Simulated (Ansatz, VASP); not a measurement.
# Two plane-wave programs on Sr2MgAl3

INCAR

```
SYSTEM = Sr2MgAl3
PREC     = Accurate       ! precision mode
ENCUT    = 600            ! plane-wave cutoff, eV
EDIFF    = 1E-6           ! SCF threshold, eV
ISMEAR   = 0              ! smearing method
SIGMA    = 0.1            ! smearing width, eV
LREAL    = .FALSE.        ! projectors in reciprocal space
LASPH    = .TRUE.         ! aspherical terms in the spheres
NELM     = 100            ! most SCF steps
ALGO     = Fast           ! electronic algorithm
ISIF     = 3              ! what is computed and relaxed
LWAVE    = .FALSE.        ! write WAVECAR
LCHARG   = .FALSE.        ! write CHGCAR
GGA      = PE             ! functional
IBRION   = 2              ! ionic algorithm
NSW      = 100            ! ionic steps
EDIFFG   = -0.01          ! ionic threshold
```

Contents of KPOINTS:

```
regular mesh
0
G
  6 6 8
  0 0 0
```

File POSCAR:

```
Sr2MgAl3
1.0
    6.0404506468      0.0000000000      0.0000000000
   -3.0202253234      5.2311837104      0.0000000000
    0.0000000000      0.0000000000      5.7482767728
Sr Mg Al
2 1 3
Direct
    0.3333333333      0.6666666667      0.0000000000
    0.6666666667      0.3333333333      0.0000000000
    0.0000000000      0.0000000000      0.0000000000
    0.5000000000      0.0000000000      0.5000000000
    0.5000000000      0.5000000000      0.5000000000
    0.0000000000      0.5000000000      0.5000000000
```

Input for Ansatz:

```yaml
crystal:
  lattice:
    - [6.0404506468, 0.0, 0.0]
    - [-3.0202253234, 5.2311837104, 0.0]
    - [0.0, 0.0, 5.7482767728]
  atoms:
    - { symbol: Sr, position: [0.3333333333, 0.6666666667, 0.0] }
    - { symbol: Sr, position: [0.6666666667, 0.3333333333, 0.0] }
    - { symbol: Mg, position: [0.0, 0.0, 0.0] }
    - { symbol: Al, position: [0.5, 0.0, 0.5] }
    - { symbol: Al, position: [0.5, 0.5, 0.5] }
    - { symbol: Al, position: [0.0, 0.5, 0.5] }
basis:
  ecutwfc: 420
kpoints:
  mp_grid: { grid: [6, 6, 8] }
hamiltonian:
  xc: pbe
scf:
  occupations: { method: gaussian, width: 0.1 }
output:
  forces: true
  stress: true
  eigenvalues: true
  write_density: true
  write_potential: true
  elf: true
  volumetric_format: npy
relax:
  adjacent_minimum: "off"
  f_tol: 0.01
  max_steps: 80
  cell: { stress_tol: 0.05 }
```

Alike in both runs: task relaxation of cell and atoms; functional PBE; k mesh 6 × 6 × 8; occupations gaussian, width 0.1 eV; no spin polarisation.

|  | VASP | Ansatz |
| --- | --- | --- |
| version | VASP 6.6.1 | Ansatz 0.2.0 |
| potentials or method | VASP PAW PBE potentials, release 64 (Sr_sv, Mg, Al), cutoff 600 eV | scalar-relativistic, plane waves, PAW |
| valence electrons in the cell | 31 | 39 |

```csv
,VASP,Ansatz,Ansatz less VASP
"gap on the k mesh at the Fermi level, each at its own relaxed structure (eV)",none,none,-
relaxed volume (Å³/atom),30.62,30.58,-0.040
relaxed length of the cell vector where the two differ most in proportion (Å),5.740,5.734,-0.0063
```

A gap of «none» marks a metal or a gap that the smearing closes. VASP's potentials hold 31 valence electrons a cell and Ansatz's 39, so a difference there can come from the potentials and not from the codes.
